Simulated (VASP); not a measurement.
# Zn: single point with PBE

The system is Zn.

```
Zn
1.0
     0.00000    1.89184    1.89184
     1.89184    0.00000    1.89184
     1.89184    1.89184    0.00000
Zn
1
Cartesian
  0.0000 0.0000 0.0000
```

```yaml
Program: VASP 6.6.1
Task: single point
Functional: PBE
Potentials_or_basis: VASP PAW PBE potentials, release 64 (Zn)
Cutoff: 520 eV
k_mesh: 22 × 22 × 22
Occupations: gaussian, width 0.15 eV
Spin: no spin polarisation
Dipole_correction: no
Further_INCAR_settings: ALGO = Normal; EDIFF = 1e-06; NBANDS = 12
```

```json
{
 "Pressure": "10.9 GPa",
 "Band gap on the k mesh": "zero (band 6 reaches 5.86 eV, above the bottom of band 7 at 2.76 eV)"
}
```

Levels at points of the mesh, in eV from the Fermi level:
```csv
k point,band 3,band 4,band 5,band 6,band 7,band 8,band 9,band 10
"(0.00, 0.00, 0.00)",-7.98,-7.98,-7.51,-7.51,19.73,19.87,19.87,19.87
"(0.50, 0.00, 0.00)",-7.99,-7.16,-7.16,-3.43,-1.21,16.61,16.61,18.19
"(0.50, 0.50, 0.00)",-7.18,-7.08,-7.08,-1.33,2.14,8.99,8.99,12.82
```

It took 15 s on 1 thread of Intel(R) Xeon(R) 6975P-C (Granite Rapids), on a shared host, peak memory 0.16 GiB.
